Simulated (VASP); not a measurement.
# SiNi (P2_13) in VASP: notebook, part 2 of 2

VASP 6.6.1.

## (5) Single point, PBE, collinear spin, ferromagnetic start

This run uses another cell than the first one, of 11.37 Å³/atom.

Contents of INCAR:

```
SYSTEM = SiNi
PREC = Accurate ; ENCUT = 520
EDIFF = 1E-6 ; ISMEAR = 0
SIGMA = 0.1 ; LREAL = .False.
LASPH = .True. ; NELM = 150
ALGO = Normal ; ISIF = 2
LWAVE = .False. ; LCHARG = .True.
ISPIN = 2 ; MAGMOM = 0 0 0 0 2 2 2 2
LORBIT = 11 ; LMAXMIX = 4
GGA = PE ; LELF = .True.
LVHAR = .True. ; NBANDS = 42
```

Contents of KPOINTS:

```
Automatic mesh
0
Gamma
  4 4 4
  0 0 0
```

Contents of POSCAR:

```
SiNi
1.0
    4.4967800000      0.0000000000      0.0000000000
    0.0000000000      4.4967800000      0.0000000000
    0.0000000000      0.0000000000      4.4967800000
Si Ni
4 4
Direct
    0.8601000000      0.8601000000      0.8601000000
    0.6399000000      0.1399000000      0.3601000000
    0.3601000000      0.6399000000      0.1399000000
    0.1399000000      0.3601000000      0.6399000000
    0.1470000000      0.1470000000      0.1470000000
    0.3530000000      0.8530000000      0.6470000000
    0.6470000000      0.3530000000      0.8530000000
    0.8530000000      0.6470000000      0.3530000000
```

On the command line:

```sh
$ cat potpaw_PBE.64/Si/POTCAR potpaw_PBE.64/Ni/POTCAR > POTCAR
$ mpirun -np 1 vasp_std > vasp.out
```

Run time: 3.3 min. Hardware: 1 thread of Intel Xeon 8259CL, shared host; peak memory 0.27 GiB.

Results (log left out):

```
Free energy                                           : -46.5245 eV
Pressure                                              : 4.0 GPa
Largest force                                         : 1.192 eV/Å
Band gap on the k mesh                                : zero (filled and empty bands overlap)
Net moment                                            : 0.00 μB per cell
Valence electrons inside the program's atomic spheres : Si 1.59; Ni 9.56
```

Forces on the atoms (eV/Å):
```
Si  -0.688 -0.688 -0.688
Si   0.688  0.688 -0.688
Si  -0.688  0.688  0.688
Si   0.688 -0.688  0.688
Ni   0.207  0.207  0.207
Ni  -0.207 -0.207  0.207
Ni   0.207 -0.207 -0.207
Ni  -0.207  0.207 -0.207
```

Levels at points of the mesh, in eV from the Fermi level:
Spin up:
| k point | band 24 | band 25 | band 26 | band 27 | band 28 | band 29 | band 30 | band 31 | band 32 | band 33 |
| --- | --- | --- | --- | --- | --- | --- | --- | --- | --- | --- |
| (0.00, 0.00, 0.00) | -2.21 | -1.72 | -1.72 | -1.72 | 0.85 | 0.85 | 0.85 | 1.36 | 1.36 | 1.90 |
| (0.50, 0.00, 0.00) | -2.15 | -2.03 | -2.03 | -0.69 | -0.69 | -0.25 | -0.25 | 2.86 | 2.86 | 2.96 |
| (0.50, 0.50, 0.00) | -2.40 | -1.56 | -1.56 | -1.05 | -1.05 | 0.30 | 0.30 | 0.83 | 0.83 | 3.68 |
| (0.50, 0.50, 0.50) | -2.61 | -1.82 | -1.82 | -1.82 | -1.82 | 4.07 | 4.07 | 4.07 | 4.07 | 4.53 |
Spin down:
```csv
k point,band 26,band 27,band 28,band 29,band 30,band 31
"(0.00, 0.00, 0.00)",-1.72,-1.72,0.85,0.85,0.85,1.36
"(0.50, 0.00, 0.00)",-2.03,-0.69,-0.69,-0.25,-0.25,2.86
"(0.50, 0.50, 0.00)",-1.56,-1.05,-1.05,0.30,0.30,0.83
"(0.50, 0.50, 0.50)",-1.82,-1.82,-1.82,4.07,4.07,4.07
```

Caveat: the cell stands under pressure; forces of over 1 eV/Å act on the atoms, so gaps and moduli don't describe the material at rest.

## (6) Relaxation of cell and atoms, PBE

Contents of INCAR:

```
SYSTEM = SiNi
ALGO     = Normal         ! electronic algorithm
EDIFF    = 1E-6           ! SCF threshold, eV
EDIFFG   = -0.01          ! ionic threshold
ENCUT    = 600            ! plane-wave cutoff, eV
GGA      = PE             ! functional
IBRION   = 2              ! ionic algorithm
ISIF     = 3              ! what is computed and relaxed
ISMEAR   = 0              ! smearing method
LASPH    = .True.         ! aspherical terms in the spheres
LCHARG   = .False.        ! write CHGCAR
LREAL    = .False.        ! projectors in reciprocal space
LWAVE    = .False.        ! write WAVECAR
NELM     = 100            ! most SCF steps
NSW      = 100            ! ionic steps
PREC     = Accurate       ! precision mode
SIGMA    = 0.1            ! smearing width, eV
```

Contents of KPOINTS:

```
k-points
0
Gamma
  8 8 8
  0 0 0
```

Contents of POSCAR:

```
SiNi
1.0
    4.5202416880      0.0000000000      0.0000000000
    0.0000000000      4.5202416880      0.0000000000
    0.0000000000      0.0000000000      4.5202416880
Si Ni
4 4
Direct
    0.8463621845      0.8463621845      0.8463621845
    0.6536378155      0.1536378155      0.3463621845
    0.3463621845      0.6536378155      0.1536378155
    0.1536378155      0.3463621845      0.6536378155
    0.1489584246      0.1489584246      0.1489584246
    0.3510415754      0.8510415754      0.6489584246
    0.6489584246      0.3510415754      0.8510415754
    0.8510415754      0.6489584246      0.3510415754
```

Potentials or basis: VASP PAW PBE potentials, release 64 (Si, Ni).

On the command line:

```sh
$ cat potpaw_PBE.64/Si/POTCAR potpaw_PBE.64/Ni/POTCAR > POTCAR
$ mpirun -np 1 vasp_std > vasp.out
```

OUTCAR:

```text
SYSTEM = SiNi
   EDIFF = 1E-6
   EDIFFG = -0.01
   ENCUT = 600
   GGA = PE
   IBRION = 2
   ISIF = 3
   ISMEAR = 0
   LASPH = .True.
   LREAL = .False.
   NELM = 100
   NSW = 100
   PREC = Accurate

 ion  position               nearest neighbor table
   1  0.846  0.846  0.846-   5 2.37   6 2.41   7 2.41   8 2.41   7 2.45   8 2.45   6 2.45   3 2.79
                             4 2.79   2 2.79   2 2.79   4 2.79   3 2.79
   2  0.654  0.154  0.346-   6 2.37   7 2.41   8 2.41   5 2.41   5 2.45   8 2.45   7 2.45   1 2.79
                             1 2.79   3 2.79   3 2.79   4 2.79   4 2.79
   3  0.346  0.654  0.154-   7 2.37   6 2.41   8 2.41   5 2.41   5 2.45   6 2.45   8 2.45   1 2.79
                             4 2.79   2 2.79   2 2.79   4 2.79   1 2.79
   4  0.154  0.346  0.654-   8 2.37   7 2.41   6 2.41   5 2.41   5 2.45   6 2.45   7 2.45   1 2.79
                             3 2.79   2 2.79   1 2.79   2 2.79   3 2.79
   5  0.149  0.149  0.149-   1 2.37   2 2.41   3 2.41   4 2.41   3 2.45   4 2.45   2 2.45   6 2.78
                             7 2.78   8 2.78   6 2.78   8 2.78   7 2.78
   6  0.351  0.851  0.649-   2 2.37   1 2.41   3 2.41   4 2.41   3 2.45   4 2.45   1 2.45   5 2.78
                             7 2.78   7 2.78   8 2.78   8 2.78   5 2.78
   7  0.649  0.351  0.851-   3 2.37   2 2.41   1 2.41   4 2.41   4 2.45   2 2.45   1 2.45   5 2.78
                             6 2.78   8 2.78   8 2.78   6 2.78   5 2.78
   8  0.851  0.649  0.351-   4 2.37   2 2.41   3 2.41   1 2.41   2 2.45   1 2.45   3 2.45   5 2.78
                             6 2.78   7 2.78   7 2.78   6 2.78   5 2.78

  LATTYP: Found a simple cubic cell.
 ALAT       =     4.5202416880

[... 204 lines left out ...]
  in kB       -2.1572592     -2.1572592     -2.1572592     -0.0000000      0.0000000     -0.0000000
  external PRESSURE =      -2.1572592 kB  Pullay stress =       0.0000000 kB
[... 71 lines left out ...]
--------------------------------------- Ionic step        3  -------------------------------------------

 number of electron      56.0000007 magnetization

 Free energy of the ion-electron system (eV)
  ---------------------------------------------------
  ext. energy  EPLUGINS =         0.00000000
  ---------------------------------------------------
  free energy    TOTEN  =       -46.83767483 eV

  energy without entropy =      -46.82700837  energy(sigma->0) =      -46.83234160

 E-fermi :  11.7369     XC(G=0): -12.5163

 val. band max:       11.7304160634   @ k =   0.2500   0.2500   0.2500
 cond. band min:      11.7746532210   @ k =   0.2500   0.0000   0.0000
 fundamental gap:      0.0442371576
 Fermi energy:        11.7369452273

 k-point     1 :       0.0000    0.0000    0.0000
  band No.  band energies     occupation
      1      -2.3240      2.00000
      2       3.0396      2.00000
      3       3.0396      2.00000
      4       3.0396      2.00000
      5       5.5721      2.00000
      6       5.5721      2.00000
[... 853 lines left out ...]
     32      13.4614      0.00000
     33      13.8614      0.00000

 [... further k-points ...]

------------------------ aborting loop because EDIFF is reached ----------------------------------------

  FORCE on cell =-STRESS in cart. coord.  units (eV):
  Direction    XX          YY          ZZ          XY          YZ          ZX
  --------------------------------------------------------------------------------------
  -------------------------------------------------------------------------------------
  Total        0.0163544      0.0163544      0.0163544      0.0000000      0.0000000      0.0000000
  in kB        0.2840373      0.2840373      0.2840373      0.0000000      0.0000000      0.0000000
  external PRESSURE =       0.2840373 kB  Pullay stress =       0.0000000 kB
[... 23 lines left out ...]
  FREE ENERGIE OF THE ION-ELECTRON SYSTEM (eV)
  ---------------------------------------------------
  free  energy   TOTEN  =       -46.8376748309 eV

  energy  without entropy=      -46.8270083693  energy(sigma->0) =      -46.83234160

 reached required accuracy - stopping structural energy minimisation
```

OSZICAR:

```text
N       E                     dE             d eps       ncg     rms          rms(c)
DAV:   1     0.385023500010E+03    0.38502E+03   -0.27103E+04  2970   0.224E+03
DAV:   2    -0.192432136393E+02   -0.40427E+03   -0.39687E+03  2970   0.430E+02
DAV:   3    -0.511115843639E+02   -0.31868E+02   -0.31168E+02  3371   0.143E+02
[... 26 lines left out ...]
DAV:   3    -0.468376970849E+02    0.18029E-02   -0.91936E-03  3726   0.137E+00    0.489E-02
DAV:   4    -0.468376857220E+02    0.11363E-04   -0.34184E-04  3031   0.965E-02    0.231E-02
DAV:   5    -0.468376761288E+02    0.95932E-05   -0.24306E-05  4282   0.583E-02    0.108E-02
DAV:   6    -0.468376748638E+02    0.12649E-05   -0.28448E-06  2054   0.153E-02    0.487E-03
DAV:   7    -0.468376748309E+02    0.32886E-07   -0.34507E-06  2483   0.986E-03
   3 F= -.46837675E+02 E0= -.46832342E+02  d E =-.741619E-04
```

Wall time 6.5 min (1 thread of Intel Xeon 8259CL, shared host); peak memory 0.3 GiB.

What came out:

| Quantity | Value |
| --- | --- |
| Free energy | -46.8377 eV |
| Relaxed volume | 11.53 Å³/atom |
| Relaxed cell | a = 4.518 Å, b = 4.518 Å, c = 4.518 Å, α = 90.00°, β = 90.00°, γ = 90.00° |
| Space group after relaxing (to 0.1 Å) | P2_13 (No. 198) |
| Energy gained by relaxing | 0.0 meV/atom |
| Ionic steps | 3 |
| Pressure after relaxing | 0.0 GPa |
| Largest force after relaxing | 0.009 eV/Å |
| Band gap on the k mesh | zero (bands 28 and 29 overlap by 1.16 eV) |

Forces in eV/Å, atoms in the order of the input:
```
Si   0.003  0.003  0.003
Si  -0.003 -0.003  0.003
Si   0.003 -0.003 -0.003
Si  -0.003  0.003 -0.003
Ni  -0.005 -0.005 -0.005
Ni   0.005  0.005 -0.005
Ni  -0.005  0.005  0.005
Ni   0.005 -0.005  0.005
```

Final structure:
```yaml
crystal:
  lattice:
    - [4.51845, 0.00000, 0.00000]
    - [0.00000, 4.51845, 0.00000]
    - [0.00000, 0.00000, 4.51845]
  atoms:
    - { symbol: Si, position: [0.84638, 0.84638, 0.84638] }
    - { symbol: Si, position: [0.65362, 0.15362, 0.34638] }
    - { symbol: Si, position: [0.34638, 0.65362, 0.15362] }
    - { symbol: Si, position: [0.15362, 0.34638, 0.65362] }
    - { symbol: Ni, position: [0.14892, 0.14892, 0.14892] }
    - { symbol: Ni, position: [0.35108, 0.85108, 0.64892] }
    - { symbol: Ni, position: [0.64892, 0.35108, 0.85108] }
    - { symbol: Ni, position: [0.85108, 0.64892, 0.35108] }
```

## (7) Overview

| task | cell | k mesh | cutoff (eV) | gap on the mesh (eV) | pressure (GPa) | relaxed volume (Å³/atom) | largest force (eV/Å) |
| --- | --- | --- | --- | --- | --- | --- | --- |
| single point | a = 4.520 Å, 8 atoms, atomic positions A | 4 × 4 × 4 | 520 | none | 0.0 | - | - |
| single point | a = 4.519 Å, 8 atoms, atomic positions A | 8 × 8 × 8 | 520 | none | 0.1 | - | 0.01 |
| relaxation of cell and atoms | relaxed from a = 4.497 Å, 8 atoms, atomic positions B | 4 × 4 × 4 | 600 | none | -0.1 | 11.55 | 0.04 |
| relaxation of cell and atoms | relaxed from a = 4.520 Å, 8 atoms, atomic positions A | 8 × 8 × 8 | 600 | none | 0.0 | 11.53 | 0.01 |

Alike in all rows: level PBE; potentials or basis VASP PAW PBE potentials, release 64 (Si, Ni); no spin polarisation; smearing gaussian 0.1 eV.

Total energies depend on the potentials used, so only differences within one code and one set of settings carry meaning.
